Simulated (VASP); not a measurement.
# Ir (P6_3/mmc) in VASP: settings compared

Ir is run at these levels: r2SCAN50, HF, PBE, r2SCAN, LDA; tasks: single point.

Program: VASP 6.6.1. These are calculated values, not measurements. Logs are shortened: lines on timing, memory, paths and dates and some standing lists are left out, and cuts for length are marked.

### Step 1. The cell of the first run

The structure is hexagonal, space group P6_3/mmc (No. 194). Conventional cell: a = 2.751 Å, b = 2.751 Å, c = 4.462 Å, α = 90.00°, β = 90.00°, γ = 120.00°. Ir (site symmetry -6m2) has 12 Ir at 2.74 to 2.75 Å within 3.6 Å.

This isn't the form of Ir at room conditions, which is fcc.

### Step 2. Single point, r2SCAN50

POSCAR reads:

```
Ir
1.0
    2.7513778946      0.0000000000      0.0000000000
   -1.3756889473      2.3827631521      0.0000000000
    0.0000000000      0.0000000000      4.4622900000
Ir
2
Direct
    0.3333333333      0.6666666667      0.2500000000
    0.6666666667      0.3333333333      0.7500000000
```

INCAR.step1 reads:

```
SYSTEM = Ir
ALGO = Normal ; EDIFF = 1E-5
ENCUT = 520 ; GGA = PE
ISIF = 2 ; ISMEAR = -1
LASPH = .TRUE. ; LREAL = .FALSE.
LWAVE = .TRUE. ; NBANDS = 16
NELM = 100 ; PREC = Accurate
SIGMA = 0.05
```

INCAR.step2 reads:

```
SYSTEM = Ir
AEXX = 0.5 ; ALGO = Normal
EDIFF = 1E-6 ; ENCUT = 520
ISIF = 2 ; ISMEAR = -1
ISTART = 1 ; LASPH = .TRUE.
LCHARG = .TRUE. ; LELF = .TRUE.
LHFCALC = .TRUE. ; LMIXTAU = .TRUE.
LREAL = .FALSE. ; LVHAR = .TRUE.
LWAVE = .FALSE. ; METAGGA = R2SCAN
NBANDS = 16 ; NELM = 100
PREC = Accurate ; PRECFOCK = Normal
SIGMA = 0.05
```

KPOINTS reads:

```
k-points
0
G
  6 6 3
  0 0 0
```

Potentials or basis: VASP PAW PBE potentials, release 64 (Ir).

Run with:

```sh
> cat potpaw_PBE.64/Ir/POTCAR > POTCAR
> cp INCAR.step1 INCAR
> mpirun -np 1 vasp_std > vasp.out
> cp INCAR.step2 INCAR
> mpirun -np 1 vasp_std > vasp.out
```

OUTCAR:

```text
SYSTEM = Ir
   AEXX = 0.5
   EDIFF = 1E-6
   ENCUT = 520
   ISIF = 2
   ISMEAR = -1
   ISTART = 1
   LASPH = .TRUE.
   LHFCALC = .TRUE.
   LREAL = .FALSE.
   METAGGA = R2SCAN
   NELM = 100
   PREC = Accurate
   PRECFOCK = Normal

 ion  position               nearest neighbor table
   1  0.333  0.667  0.250-   2 2.74   2 2.74   2 2.74   2 2.74   2 2.74   2 2.74
   2  0.667  0.333  0.750-   1 2.74   1 2.74   1 2.74   1 2.74   1 2.74   1 2.74

  LATTYP: Found a hexagonal cell.
 ALAT       =     2.7513778946
 C/A-ratio  =     1.6218382828

  Lattice vectors:

 A1 = (   2.7513778946,   0.0000000000,   0.0000000000)
 A2 = (  -1.3756889473,   2.3827631521,   0.0000000000)
 A3 = (   0.0000000000,   0.0000000000,   4.4622900000)

Analysis of symmetry for initial positions (statically):
=====================================================================
 Subroutine PRICEL returns:
 Original cell was already a primitive cell.

 Routine SETGRP: Setting up the symmetry group for a
 hexagonal supercell.

 Subroutine GETGRP returns: Found 24 space group operations
 (whereof 12 operations were pure point group operations)
 out of a pool of 24 trial point group operations.

The static configuration has the point symmetry D_3d.
 The point group associated with its full space group is D_6h.

Analysis of symmetry for dynamics (positions and initial velocities):
=====================================================================
 Subroutine PRICEL returns:
 Original cell was already a primitive cell.

 Routine SETGRP: Setting up the symmetry group for a
 hexagonal supercell.

 Subroutine GETGRP returns: Found 24 space group operations
 (whereof 12 operations were pure point group operations)
 out of a pool of 24 trial point group operations.

The dynamic configuration has the point symmetry D_3d.
 The point group associated with its full space group is D_6h.

 Subroutine INISYM returns: Found 24 space group operations
 (whereof 12 operations are pure point group operations),
 and found     1 'primitive' translations

----------------------------------------------------------------------------------------

                                     Primitive cell

  volume of cell :      29.2542

  direct lattice vectors                    reciprocal lattice vectors
     2.751377895  0.000000000  0.000000000     0.363454254  0.209840411  0.000000000
    -1.375688947  2.382763152  0.000000000     0.000000000  0.419680823  0.000000000
     0.000000000  0.000000000  4.462290000     0.000000000  0.000000000  0.224100182

  length of vectors
     2.751377895  2.751377895  4.462290000     0.419680823  0.419680823  0.224100182

  position of ions in fractional coordinates (direct lattice)
     0.333333333  0.666666667  0.250000000
     0.666666667  0.333333333  0.750000000

  ion indices of the primitive-cell ions
   primitive index   ion index
                 1           1
                 2           2

----------------------------------------------------------------------------------------

 KPOINTS: k-points

Automatic generation of k-mesh.
 Grid dimensions read from file:
 generate k-points for:    6    6    3

 Generating k-lattice:

  Cartesian coordinates                     Fractional coordinates (reciprocal lattice)
     0.060575709  0.034973402  0.000000000     0.166666667 -0.000000000  0.000000000
     0.000000000  0.069946804  0.000000000     0.000000000  0.166666667  0.000000000
     0.000000000  0.000000000  0.074700061     0.000000000  0.000000000  0.333333333

  Length of vectors
     0.069946804  0.069946804  0.074700061

  Shift w.r.t. Gamma in fractional coordinates (k-lattice)
     0.000000000  0.000000000  0.000000000

 Subroutine IBZKPT returns following result:
 ===========================================

 Found     14 irreducible k-points:

 Following reciprocal coordinates:
            Coordinates               Weight
  0.000000  0.000000  0.000000      1.000000
  0.166667 -0.000000  0.000000      6.000000
  0.333333 -0.000000  0.000000      6.000000
  0.500000 -0.000000  0.000000      3.000000
  0.166667  0.166667  0.000000      6.000000
  0.333333  0.166667  0.000000     12.000000
  0.333333  0.333333  0.000000      2.000000
  0.000000  0.000000  0.333333      2.000000
  0.166667 -0.000000  0.333333     12.000000
  0.333333 -0.000000  0.333333     12.000000
  0.500000 -0.000000  0.333333      6.000000
  0.166667  0.166667  0.333333     12.000000
  0.333333  0.166667  0.333333     24.000000
  0.333333  0.333333  0.333333      4.000000
   k-points           NKPTS =     14   k-points in BZ     NKDIM =    108   number of bands    NBANDS=     16
   number of dos      NEDOS =    301   number of ions     NIONS =      2
   total plane-waves  NPLWV =  14400
   dimension x,y,z NGX =    20 NGY =   20 NGZ =   36
   dimension x,y,z NGXF=    40 NGYF=   40 NGZF=   72
   ions per type =               2
   NGX,Y,Z   is equivalent  to a cutoff of  12.08, 12.08, 13.41 a.u.
   NGXF,Y,Z  is equivalent  to a cutoff of  24.17, 24.17, 26.82 a.u.
 SYSTEM =  Ir
   PREC   = accura    normal or accurate (medium, high low for compatibility)
   ISTART =      1    job   : 0-new  1-cont  2-samecut
   ICHARG =      0    charge: 1-file 2-atom 10-const
   ISPIN  =      1    spin polarized calculation?
   LNONCOLLINEAR =      F non collinear calculations
   LSORBIT =      F    spin-orbit coupling
   LASPH  =      T    aspherical Exc in radial PAW
   ENCUT  =  520.0 eV  38.22 Ry    6.18 a.u.   5.12  5.12  8.30*2*pi/ulx,y,z
   NELM   =    100;   NELMIN=  2; NELMDL=  0     # of ELM steps
   EDIFF  = 0.1E-05   stopping-criterion for ELM
   LREAL  =      F    real-space projection
   EDIFFG = 0.1E-04   stopping-criterion for IOM
   NSW    =      0    number of steps for IOM
   IBRION =     -1    ionic relax: 0-MD 1-quasi-New 2-CG
   NFREE  =      0    steps in history (QN), initial steepest desc. (CG)
   ISIF   =      2    stress and relaxation
   ISYM   =      3    0-nonsym 1-usesym 2-fastsym
   POTIM  = 0.5000    time-step for ionic-motion
   TEBEG  =    0.0;   TEEND  =   0.0 temperature during run
   PSTRESS=    0.0 pullay stress
   NELECT =      18.0000    total number of electrons
   NUPDOWN=      -1.0000    fix difference up-down
   EMIN   =  10.00;   EMAX   =-10.00  energy-range for DOS
   EFERMI =   0.00;   METHOD = LEGACY
   ISMEAR =    -1;   SIGMA  =   0.05  broadening in eV -4-tet -1-fermi 0-gaus
   EFERMI_NEDOS =   21; number of points for ismear=-14 and -15
   IALGO  =     38    algorithm
   IMIX   =      1    mixing-type and parameters
     AMIX     =   0.40;   BMIX     =  1.00
     AMIX_MAG =   1.60;   BMIX_MAG =  1.00
  volume/ion in A,a.u.               =      14.63        98.71
  Fermi-wavevector in a.u.,A,eV,Ry     =   1.392417  2.631287 26.379323  1.938826
  Thomas-Fermi vector in A             =   2.516162
   LORBIT       =      0    0 simple, 1 ext, 2 COOP (PROOUT), +10 PAW based schemes
   METAGGA = R2SCAN    functional components
   LHFCALC =     T    Hartree Fock is set to
   PRECFOCK=normal    Normal, Fast or Accurate (Low or Medium for compatibility)
   ENCUT4O =  -1.0   cutoff for four orbital integrals eV
   NKREDX  =     1    reduce k-point grid by
   NKREDY  =     1    reduce k-point grid by
   NKREDZ  =     1    reduce k-point grid by
   AEXX    =    0.5000 exact exchange contribution
   HFSCREEN=    0.0000 screening length (either q_TF or 0.3 A-1)
   HFSCREENC=   0.0000 screening length for correlation (either q_TF or 0.3 A-1)
   ENCUTFOCK=  -1.0 apply spherical cutoff to Coloumb kernel
   IVDW    =     0    specifies the selected vdW correction
   LEPSILON=     F    determine dielectric tensor
   LRPA    =     F    only Hartree local field effects (RPA)
 non-spin polarized calculation
  energy-cutoff  :      520.00
  volume of cell :       29.25
 maximum number of plane-waves:       801
  NGX = 16; NGY = 16; NGZ = 28

 number of electron      18.0000000 magnetization

 Free energy of the ion-electron system (eV)
  ---------------------------------------------------
  ext. energy  EPLUGINS =         0.00000000
  ---------------------------------------------------
  free energy    TOTEN  =       -71.15621114 eV

  energy without entropy =      -71.14483667  energy(sigma->0) =      -71.15052390

 E-fermi :   9.2808     XC(G=0):  -8.3340

 val. band max:        7.9968326698   @ k =   0.3333  -0.0000   0.3333
 cond. band min:       9.3475081301   @ k =   0.3333   0.1667   0.3333
 fundamental gap:      1.3506754603
 Fermi energy:         9.2807546917

 k-point     1 :       0.0000    0.0000    0.0000
  band No.  band energies     occupation
      1      -5.0358      2.00000
      2      -1.6395      2.00000
      3       3.0267      2.00000
      4       3.1604      2.00000
      5       3.1604      2.00000
      6       3.9447      2.00000
[... 8 lines left out ...]
     15      29.1365      0.00000
     16      30.2932      0.00000

 k-point     2 :       0.1667   -0.0000    0.0000
  band No.  band energies     occupation
      1      -3.7918      2.00000
      2      -0.6698      2.00000
      3       2.0822      2.00000
      4       3.3255      2.00000
      5       3.3621      2.00000
      6       4.2950      2.00000
[... 8 lines left out ...]
     15      30.0425      0.00000
     16      30.5618      0.00000

 k-point     3 :       0.3333   -0.0000    0.0000
  band No.  band energies     occupation
      1      -1.4362      2.00000
      2      -0.5183      2.00000
      3       0.7062      2.00000
      4       2.7394      2.00000
      5       3.3079      2.00000
      6       3.6145      2.00000
[... 8 lines left out ...]
     15      26.2089      0.00000
     16      27.2301      0.00000

 k-point     4 :       0.5000   -0.0000    0.0000
  band No.  band energies     occupation
      1      -1.0672      2.00000
      2      -0.8085      2.00000
      3      -0.2290      2.00000
      4       2.8933      2.00000
      5       3.8163      2.00000
      6       4.2870      2.00000
[... 8 lines left out ...]
     15      23.5488      0.00000
     16      23.6665      0.00000

 k-point     5 :       0.1667    0.1667    0.0000
  band No.  band energies     occupation
      1      -1.7450      2.00000
      2       0.5058      2.00000
      3       1.2139      2.00000
      4       1.4314      2.00000
      5       3.0777      2.00000
      6       3.2821      2.00000
[... 8 lines left out ...]
     15      25.1946      0.00000
     16      28.6972      0.00000

 k-point     6 :       0.3333    0.1667    0.0000
  band No.  band energies     occupation
      1      -0.0832      2.00000
      2      -0.0071      2.00000
      3       0.0052      2.00000
      4       2.6049      2.00000
      5       2.7083      2.00000
      6       3.7715      2.00000
[... 8 lines left out ...]
     15      22.7527      0.00000
     16      26.9826      0.00000

 k-point     7 :       0.3333    0.3333    0.0000
  band No.  band energies     occupation
      1      -0.2152      2.00000
      2       1.0210      2.00000
      3       1.0210      2.00000
      4       1.9395      2.00000
      5       2.9426      2.00000
      6       2.9426      2.00000
[... 8 lines left out ...]
     15      26.1002      0.00000
     16      26.1002      0.00000

 k-point     8 :       0.0000    0.0000    0.3333
  band No.  band energies     occupation
      1      -3.6271      2.00000
      2      -1.6829      2.00000
      3       2.6089      2.00000
      4       2.8813      2.00000
      5       2.8813      2.00000
      6       3.3688      2.00000
[... 8 lines left out ...]
     15      28.0082      0.00000
     16      31.0293      0.00000

 k-point     9 :       0.1667   -0.0000    0.3333
  band No.  band energies     occupation
      1      -2.5258      2.00000
      2      -0.5445      2.00000
      3       1.7936      2.00000
      4       2.2713      2.00000
      5       2.5339      2.00000
      6       3.6993      2.00000
[... 8 lines left out ...]
     15      29.1052      0.00000
     16      29.8297      0.00000

 k-point    10 :       0.3333   -0.0000    0.3333
  band No.  band energies     occupation
      1      -1.3833      2.00000
      2      -0.2758      2.00000
      3       0.7803      2.00000
      4       1.5999      2.00000
      5       3.9884      2.00000
      6       4.2696      2.00000
[... 8 lines left out ...]
     15      26.6079      0.00000
     16      28.6683      0.00000

 k-point    11 :       0.5000   -0.0000    0.3333
  band No.  band energies     occupation
      1      -1.5929      2.00000
      2      -0.7897      2.00000
      3       0.6854      2.00000
      4       1.0910      2.00000
      5       4.0864      2.00000
      6       5.3705      2.00000
[... 8 lines left out ...]
     15      26.4938      0.00000
     16      27.4344      0.00000

 k-point    12 :       0.1667    0.1667    0.3333
  band No.  band energies     occupation
      1      -1.0756      2.00000
      2       0.4602      2.00000
      3       1.1902      2.00000
      4       1.5824      2.00000
      5       2.6669      2.00000
      6       3.2708      2.00000
[... 8 lines left out ...]
     15      27.0508      0.00000
     16      28.6474      0.00000

 k-point    13 :       0.3333    0.1667    0.3333
  band No.  band energies     occupation
      1      -0.7896      2.00000
      2       0.2474      2.00000
      3       0.7362      2.00000
      4       2.0003      2.00000
      5       2.6833      2.00000
      6       4.5329      2.00000
[... 8 lines left out ...]
     15      24.1493      0.00000
     16      27.3430      0.00000

 k-point    14 :       0.3333    0.3333    0.3333
  band No.  band energies     occupation
      1       0.5834      2.00000
      2       0.5834      2.00000
      3       0.7665      2.00000
      4       1.9924      2.00000
      5       3.0595      2.00000
      6       3.0595      2.00000
[... 8 lines left out ...]
     15      21.5422      0.00000
     16      23.1861      0.00000

------------------------ aborting loop because EDIFF is reached ----------------------------------------

  FORCE on cell =-STRESS in cart. coord.  units (eV):
  Direction    XX          YY          ZZ          XY          YZ          ZX
  --------------------------------------------------------------------------------------
  -------------------------------------------------------------------------------------
  Total       -3.7742404     -3.7742404     -6.8759641      0.0000000     -0.0000000      0.0000000
  in kB     -206.7051201   -206.7051201   -376.5782867      0.0000000     -0.0000000      0.0000000
  external PRESSURE =    -263.3295090 kB  Pullay stress =       0.0000000 kB

 VOLUME and BASIS-vectors are now :
 -----------------------------------------------------------------------------
  energy-cutoff  :      520.00
  volume of cell :       29.25
      direct lattice vectors                 reciprocal lattice vectors
     2.751377895  0.000000000  0.000000000     0.363454254  0.209840411  0.000000000
    -1.375688947  2.382763152  0.000000000     0.000000000  0.419680823  0.000000000
     0.000000000  0.000000000  4.462290000     0.000000000  0.000000000  0.224100182

 POSITION                                       TOTAL-FORCE (eV/Angst)
 -----------------------------------------------------------------------------------
     -0.00000      1.58851      1.11557        -0.000000      0.000000      0.000000
      1.37569      0.79425      3.34672         0.000000     -0.000000      0.000000
 -----------------------------------------------------------------------------------
    total drift:                                0.000000     -0.000000     -0.000000

  FREE ENERGIE OF THE ION-ELECTRON SYSTEM (eV)
  ---------------------------------------------------
  free  energy   TOTEN  =       -71.1562111375 eV

  energy  without entropy=      -71.1448366665  energy(sigma->0) =      -71.15052390
```

It took 34 min on 1 thread of Intel Xeon 8259CL, shared host; peak memory 0.18 GiB.

What came out:

```yaml
Free_energy: -71.1562 eV
Pressure: -26.3 GPa
Band_gap_on_the_k_mesh: zero (bands 9 and 10 overlap by 5.91 eV)
```

Caveat: the k points lie up to 0.47 Å⁻¹ apart, too coarse for converged energies and pressures of a metal; the PAW data sets were made with another functional, which shifts forces and pressure a little; spin-orbit coupling is left out, which moves the levels of the heavy elements.

(Part 1 of 2 ends here.)

The gap in the log of VASP goes by the Fermi energy; the results here count the filled bands.